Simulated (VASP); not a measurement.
Hf:

```
CELL_PARAMETERS angstrom
4.96233 0.00000 0.00000
-2.48116 4.29750 0.00000
0.00000 0.00000 3.08623
ATOMIC_POSITIONS crystal
Hf 0.66667 0.33333 0.50000
Hf 0.33333 0.66667 0.50000
Hf 0.00000 0.00000 0.00000
```

This isn't the form of Hf at room conditions, which is hcp.

- Program: VASP 6.6.1
- Task: relaxation of cell and atoms
- Functional: PBEsol
- Potentials or basis: VASP PAW PBE potentials, release 64 (Hf_pv)
- Cutoff: 600 eV
- k mesh: 10 × 10 × 12
- Occupations: gaussian, width 0.05 eV
- Spin: no spin polarisation

At the start: pressure -3.2 GPa; volume 21.94 Å³/atom.

Question: How do energy, volume and symmetry change on relaxing?

Answer: Over 6 steps the energy falls by 6.5 meV/atom and the volume is 21.32 Å³/atom (-2.8 %); space group P6/mmm (No. 191, to 0.1 Å) before and after.

The path:
| step | energy change (eV) | largest force (eV/Å) | pressure (GPa) | volume (Å³) |
| --- | --- | --- | --- | --- |
| 1 | 0.0000 | 0.0000 | -3.22 | 65.82 |
| 2 | 0.0103 | 0.0000 | 4.41 | 61.71 |
| 3 | -0.0194 | 0.0000 | 0.00 | 63.94 |
| 4 | -0.0194 | 0.0000 | 0.05 | 63.91 |
| 5 | -0.0194 | 0.0000 | -0.05 | 63.96 |
| 6 | -0.0194 | 0.0000 | -0.03 | 63.95 |

Final structure:
```
CELL_PARAMETERS angstrom
4.91284 0.00000 0.00000
-2.45642 4.25464 0.00000
0.00000 0.00000 3.05923
ATOMIC_POSITIONS crystal
Hf 0.66667 0.33333 0.50000
Hf 0.33333 0.66667 0.50000
Hf 0.00000 0.00000 0.00000
```

Caveat: the PAW data sets were made with another functional, which shifts forces and pressure a little.
